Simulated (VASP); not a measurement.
CuO, 4 atoms in the cell. Symmetry: P6_3/mmc, No. 194, hexagonal system. Conventional cell: a = 3.115 Å, b = 3.115 Å, c = 4.341 Å, α = 90.00°, β = 90.00°, γ = 120.00°. Within 2.8 Å of Cu (site symmetry -3m) lie 6 O at 2.10 Å and 2 Cu at 2.17 Å. O (site symmetry -6m2) has 6 Cu at 2.10 Å and 6 O at 2.82 Å within 2.9 Å. 

- Program: VASP 6.6.1
- Task: single point
- Functional: PBE
- Potentials or basis: VASP PAW PBE potentials, release 64 (Cu, O)
- Cutoff: 520 eV
- k mesh: 10 × 10 × 6
- Occupations: fermi-dirac, width 0.05 eV
- Spin: no spin polarisation
- Dipole correction: no
- Further INCAR settings: ALGO = Normal; EDIFF = 1e-06; NBANDS = 25

Potentials or basis: VASP PAW PBE potentials, release 64 (Cu, O).

Run with:

```console
$ cat potpaw_PBE.64/Cu/POTCAR potpaw_PBE.64/O/POTCAR > POTCAR
$ mpirun -np 1 vasp_std > vasp.out
```

Hardware: 1 thread of AMD EPYC 9R45 96-Core Processor (Zen 5), on a shared host.

How long does it take, and how much memory?

Run time: 26 s on 1 thread of AMD EPYC 9R45 96-Core Processor (Zen 5), with other jobs on the host, peak memory 0.14 GiB. Counts: scf iterations 15, k points 56.
